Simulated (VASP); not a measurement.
A run of VASP 6.6.1 is set up as follows.

File INCAR:

```
SYSTEM = Os
PREC = Accurate
ENCUT = 560
EDIFF = 1E-6
ISMEAR = -1
SIGMA = 0.27211386245988
LREAL = .False.
LASPH = .True.
NELM = 120
ALGO = Normal
ISIF = 2
LWAVE = .False.
LCHARG = .True.
GGA = B5
ALDAX = 1.0
AGGAX = 1.0
AGGAC = 1.0
ALDAC = 0.0
LELF = .True.
LVHAR = .True.
ISYM = 0
NBANDS = 14
GGA_COMPAT = .False.
```

KPOINTS

```
regular mesh
0
Gamma
  4 4 4
  0 0 0
```

Contents of POSCAR:

```
Os
1.0
    0.0000000000      1.9220413878      1.9220413878
    1.9220413878      0.0000000000      1.9220413878
    1.9220413878      1.9220413878      0.0000000000
Os
1
Direct
    0.0000000000      0.0000000000      0.0000000000
```

Potentials or basis: VASP PAW PBE potentials, release 64 (Os_sv_GW).

Run with:

```console
$ cat potpaw_PBE.64/Os_sv_GW/POTCAR > POTCAR
$ mpirun -np 1 vasp_std > vasp.out
```

Q: Predict the band gap on the k mesh.

A: Zero (bands 8 and 9 overlap by 3.34 eV).

Q: Predict the pressure.

A: 21.6 GPa.

Caveat: the k points lie up to 0.71 Å⁻¹ apart, too coarse for converged energies and pressures of a metal; so wide a smearing shifts energies and pressures; the PAW data sets were made with another functional, which shifts forces and pressure a little; spin-orbit coupling is left out, which moves the levels of the heavy elements.
